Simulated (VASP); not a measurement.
# Y (P6_3/mmc) in VASP: notebook, part 2 of 2

VASP 6.6.1. The steps go on from the part before.

## 3. Single point, PBEsol (volume scaled by 0.92)

Contents of INCAR:

```
SYSTEM = Y
  PREC = Accurate
  ENCUT = 520
  EDIFF = 1E-6
  ISMEAR = -1
  SIGMA = 0.1
  LREAL = .FALSE.
  LASPH = .TRUE.
  NELM = 80
  ALGO = Normal
  ISIF = 2
  LWAVE = .FALSE.
  LCHARG = .FALSE.
  GGA = PS
  NBANDS = 30
```

Contents of KPOINTS:

```
regular mesh
0
G
  12 12 3
  0 0 0
```

Contents of POSCAR:

```
Y
1.0
    3.4469387864      0.0000000000      0.0000000000
   -1.7234693932      2.9851365543      0.0000000000
    0.0000000000      0.0000000000     11.0758016751
Y
4
Direct
    0.0000000000      0.0000000000      0.0000000000
    0.0000000000      0.0000000000      0.5000000000
    0.3333333333      0.6666666667      0.2500000000
    0.6666666667      0.3333333333      0.7500000000
```

Potentials or basis: VASP PAW PBE potentials, release 64 (Y_sv).

Command:

```bash
$ cat potpaw_PBE.64/Y_sv/POTCAR > POTCAR
$ mpirun -np 1 vasp_std > vasp.out
```

OUTCAR:

```text
SYSTEM = Y
   PREC = Accurate
   ENCUT = 520
   EDIFF = 1E-6
   ISMEAR = -1
   LREAL = .FALSE.
   LASPH = .TRUE.
   NELM = 80
   ISIF = 2
   GGA = PS

 ion  position               nearest neighbor table
   1  0.000  0.000  0.000-   3 3.41   4 3.41   3 3.41   4 3.41   4 3.41   3 3.41
   2  0.000  0.000  0.500-   3 3.41   4 3.41   3 3.41   4 3.41   4 3.41   3 3.41
   3  0.333  0.667  0.250-   1 3.41   2 3.41   1 3.41   2 3.41   1 3.41   2 3.41
   4  0.667  0.333  0.750-   1 3.41   2 3.41   1 3.41   2 3.41   1 3.41   2 3.41

  LATTYP: Found a hexagonal cell.
 ALAT       =     3.4469387864
 C/A-ratio  =     3.2132284213

  Lattice vectors:

 A1 = (   3.4469387864,   0.0000000000,   0.0000000000)
 A2 = (  -1.7234693932,   2.9851365543,   0.0000000000)
 A3 = (   0.0000000000,   0.0000000000,  11.0758016751)

Analysis of symmetry for initial positions (statically):
=====================================================================
 Subroutine PRICEL returns:
 Original cell was already a primitive cell.

 Routine SETGRP: Setting up the symmetry group for a
 hexagonal supercell.

 Subroutine GETGRP returns: Found 24 space group operations
 (whereof 12 operations were pure point group operations)
 out of a pool of 24 trial point group operations.

The static configuration has the point symmetry D_3d.
 The point group associated with its full space group is D_6h.

Analysis of symmetry for dynamics (positions and initial velocities):
=====================================================================
 Subroutine PRICEL returns:
 Original cell was already a primitive cell.

 Routine SETGRP: Setting up the symmetry group for a
 hexagonal supercell.

 Subroutine GETGRP returns: Found 24 space group operations
 (whereof 12 operations were pure point group operations)
 out of a pool of 24 trial point group operations.

The dynamic configuration has the point symmetry D_3d.
 The point group associated with its full space group is D_6h.

 Subroutine INISYM returns: Found 24 space group operations
 (whereof 12 operations are pure point group operations),
 and found     1 'primitive' translations

----------------------------------------------------------------------------------------

                                     Primitive cell

  volume of cell :     113.9654

  direct lattice vectors                    reciprocal lattice vectors
     3.446938786  0.000000000  0.000000000     0.290112492  0.167496525  0.000000000
    -1.723469393  2.985136554  0.000000000     0.000000000  0.334993050  0.000000000
     0.000000000  0.000000000 11.075801675     0.000000000  0.000000000  0.090286918

  length of vectors
     3.446938786  3.446938786 11.075801675     0.334993050  0.334993050  0.090286918

  position of ions in fractional coordinates (direct lattice)
     0.000000000  0.000000000  0.000000000
     0.000000000  0.000000000  0.500000000
     0.333333333  0.666666667  0.250000000
     0.666666667  0.333333333  0.750000000

  ion indices of the primitive-cell ions
   primitive index   ion index
                 1           1
                 2           2
                 3           3
                 4           4

----------------------------------------------------------------------------------------

[... 23 lines left out ...]

 Following reciprocal coordinates:
            Coordinates               Weight
  0.000000  0.000000  0.000000      1.000000
  0.083333 -0.000000  0.000000      6.000000
  0.166667 -0.000000  0.000000      6.000000
  0.250000  0.000000  0.000000      6.000000
  0.333333 -0.000000  0.000000      6.000000
  0.416667  0.000000  0.000000      6.000000
[... 16 lines left out ...]
  0.250000  0.000000  0.333333     12.000000
  0.333333 -0.000000  0.333333     12.000000
 [... further k-points ...]
   k-points           NKPTS =     38   k-points in BZ     NKDIM =     38   number of bands    NBANDS=     30
   number of dos      NEDOS =    301   number of ions     NIONS =      4
   total plane-waves  NPLWV =  65856
   dimension x,y,z NGX =    28 NGY =   28 NGZ =   84
   dimension x,y,z NGXF=    56 NGYF=   56 NGZF=  168
   ions per type =               4
   NGX,Y,Z   is equivalent  to a cutoff of  13.50, 13.50, 12.61 a.u.
   NGXF,Y,Z  is equivalent  to a cutoff of  27.01, 27.01, 25.22 a.u.
 SYSTEM =  Y
   PREC   = accura    normal or accurate (medium, high low for compatibility)
   ISTART =      0    job   : 0-new  1-cont  2-samecut
   ICHARG =      2    charge: 1-file 2-atom 10-const
   ISPIN  =      1    spin polarized calculation?
   LNONCOLLINEAR =      F non collinear calculations
   LSORBIT =      F    spin-orbit coupling
   LASPH  =      T    aspherical Exc in radial PAW
   ENCUT  =  520.0 eV  38.22 Ry    6.18 a.u.   6.41  6.41 20.59*2*pi/ulx,y,z
   NELM   =     80;   NELMIN=  2; NELMDL= -5     # of ELM steps
   EDIFF  = 0.1E-05   stopping-criterion for ELM
   LREAL  =      F    real-space projection
   EDIFFG = 0.1E-04   stopping-criterion for IOM
   NSW    =      0    number of steps for IOM
   IBRION =     -1    ionic relax: 0-MD 1-quasi-New 2-CG
   NFREE  =      0    steps in history (QN), initial steepest desc. (CG)
   ISIF   =      2    stress and relaxation
   ISYM   =      2    0-nonsym 1-usesym 2-fastsym
   POTIM  = 0.5000    time-step for ionic-motion
   TEBEG  =    0.0;   TEEND  =   0.0 temperature during run
   PSTRESS=    0.0 pullay stress
   NELECT =      44.0000    total number of electrons
   NUPDOWN=      -1.0000    fix difference up-down
   EMIN   =  10.00;   EMAX   =-10.00  energy-range for DOS
   EFERMI =   0.00;   METHOD = LEGACY
   ISMEAR =    -1;   SIGMA  =   0.10  broadening in eV -4-tet -1-fermi 0-gaus
   EFERMI_NEDOS =   21; number of points for ismear=-14 and -15
   IALGO  =     38    algorithm
   IMIX   =      4    mixing-type and parameters
     AMIX     =   0.40;   BMIX     =  1.00
     AMIX_MAG =   1.60;   BMIX_MAG =  1.00
  volume/ion in A,a.u.               =      28.49       192.27
  Fermi-wavevector in a.u.,A,eV,Ry     =   1.192069  2.252684 19.334268  1.421029
  Thomas-Fermi vector in A             =   2.328116
   LORBIT       =      0    0 simple, 1 ext, 2 COOP (PROOUT), +10 PAW based schemes
   GGA     = PS    functional components
   LHFCALC =     F    Hartree Fock is set to
   AEXX    =    0.0000 exact exchange contribution
   IVDW    =     0    specifies the selected vdW correction
   LEPSILON=     F    determine dielectric tensor
   LRPA    =     F    only Hartree local field effects (RPA)
 non-spin polarized calculation
  energy-cutoff  :      520.00
  volume of cell :      113.97
 maximum number of plane-waves:      3103
 NGX is ok and might be reduce to    28
   NGX = 13   NGY = 13   NGZ = 41

 number of electron      44.0000001 magnetization

 Free energy of the ion-electron system (eV)
  ---------------------------------------------------
  ext. energy  EPLUGINS =         0.00000000
  ---------------------------------------------------
  free energy    TOTEN  =       -27.26634814 eV

  energy without entropy =      -27.09298389  energy(sigma->0) =      -27.17966602

 E-fermi :   3.6314     XC(G=0): -10.1038

 val. band max:        3.6258640530   @ k =   0.2500   0.0833   0.0000
 cond. band min:       3.6358320412   @ k =   0.3333   0.1667   0.3333
 fundamental gap:      0.0099679882
 Fermi energy:         3.6314435393

 k-point     1 :       0.0000    0.0000    0.0000
  band No.  band energies     occupation
      1     -38.6480      2.00000
      2     -38.5878      2.00000
      3     -38.5848      2.00000
      4     -38.5237      2.00000
      5     -19.1372      2.00000
      6     -18.7062      2.00000
[... 781 lines left out ...]
     29       5.6800      0.00000
     30       6.0955      0.00000

 [... further k-points ...]

------------------------ aborting loop because EDIFF is reached ----------------------------------------

  FORCE on cell =-STRESS in cart. coord.  units (eV):
  Direction    XX          YY          ZZ          XY          YZ          ZX
  --------------------------------------------------------------------------------------
  -------------------------------------------------------------------------------------
  Total        2.6548031      2.6548031      2.7418324     -0.0000000     -0.0000000      0.0000000
  in kB       37.3224337     37.3224337     38.5459319     -0.0000000     -0.0000000      0.0000000
  external PRESSURE =      37.7302664 kB  Pullay stress =       0.0000000 kB

 VOLUME and BASIS-vectors are now :
 -----------------------------------------------------------------------------
  energy-cutoff  :      520.00
  volume of cell :      113.97
      direct lattice vectors                 reciprocal lattice vectors
     3.446938786  0.000000000  0.000000000     0.290112492  0.167496525  0.000000000
    -1.723469393  2.985136554  0.000000000     0.000000000  0.334993050  0.000000000
     0.000000000  0.000000000 11.075801675     0.000000000  0.000000000  0.090286918

 POSITION                                       TOTAL-FORCE (eV/Angst)
 -----------------------------------------------------------------------------------
      0.00000      0.00000      0.00000         0.000000     -0.000000      0.000000
      0.00000      0.00000      5.53790         0.000000     -0.000000      0.000000
     -0.00000      1.99009      2.76895        -0.000000      0.000000     -0.000000
      1.72347      0.99505      8.30685         0.000000     -0.000000      0.000000
 -----------------------------------------------------------------------------------
    total drift:                                0.000000     -0.000000      0.000000

  FREE ENERGIE OF THE ION-ELECTRON SYSTEM (eV)
  ---------------------------------------------------
  free  energy   TOTEN  =       -27.2663481438 eV

  energy  without entropy=      -27.0929838902  energy(sigma->0) =      -27.17966602
```

OSZICAR:

```text
N       E                     dE             d eps       ncg     rms          rms(c)
DAV:   1     0.222775288456E+03    0.22278E+03   -0.22331E+04  2280   0.143E+03
DAV:   2    -0.545249377126E+01   -0.22823E+03   -0.22159E+03  2594   0.335E+02
DAV:   3    -0.266188551572E+02   -0.21166E+02   -0.20312E+02  3720   0.558E+01
DAV:   4    -0.279226015855E+02   -0.13037E+01   -0.12985E+01  3270   0.139E+01
DAV:   5    -0.279613240112E+02   -0.38722E-01   -0.38714E-01  3186   0.220E+00    0.489E+01
DAV:   6    -0.273511247618E+02    0.61020E+00   -0.83551E-01  2416   0.476E+00    0.302E+01
DAV:   7    -0.272885271872E+02    0.62598E-01   -0.16126E+00  2782   0.597E+00    0.263E+00
DAV:   8    -0.272667087447E+02    0.21818E-01   -0.30983E-01  2784   0.255E+00    0.844E-01
DAV:   9    -0.272664563543E+02    0.25239E-03   -0.10851E-02  3094   0.594E-01    0.371E-01
DAV:  10    -0.272663377728E+02    0.11858E-03   -0.23354E-03  2892   0.334E-01    0.159E-01
DAV:  11    -0.272663515611E+02   -0.13788E-04   -0.47292E-04  2838   0.134E-01    0.482E-02
DAV:  12    -0.272663490010E+02    0.25601E-05   -0.29581E-05  3068   0.343E-02    0.198E-02
DAV:  13    -0.272663481438E+02    0.85726E-06   -0.50681E-06  2386   0.142E-02
   1 F= -.27266348E+02 E0= -.27179666E+02  d E =-.173364E+00
```

stdout:

```text
POSCAR found type information on POSCAR Y
 POSCAR found :  1 types and       4 ions
 scaLAPACK will be used
 -----------------------------------------------------------------------------
|                                                                             |
|                                                                             |
|     You enforced a specific xc type in the INCAR file but a different       |
|     I HOPE YOU KNOW WHAT YOU ARE DOING!                                     |
|                                                                             |
 -----------------------------------------------------------------------------

 LDA part: xc-table for (Slater+PW92), standard interpolation
 POSCAR, INCAR and KPOINTS ok, starting setup
 FFT: planning ... GRIDC
 FFT: planning ... GRID_SOFT
 FFT: planning ... GRID
 WAVECAR not read
 entering main loop
```

Wall time 2.1 min (1 thread of Intel Xeon Platinum 8259CL at 2.50GHz (Skylake/Cascade Lake), shared host); peak memory 0.31 GiB.

What came out:

```yaml
Free_energy: -27.2663 eV
Pressure: 3.8 GPa
Band_gap_on_the_k_mesh: zero (band 22 reaches 4.62 eV, above the bottom of band 23 at 3.23 eV)
```

Caveat: the PAW data sets were made with another functional, which shifts forces and pressure a little.
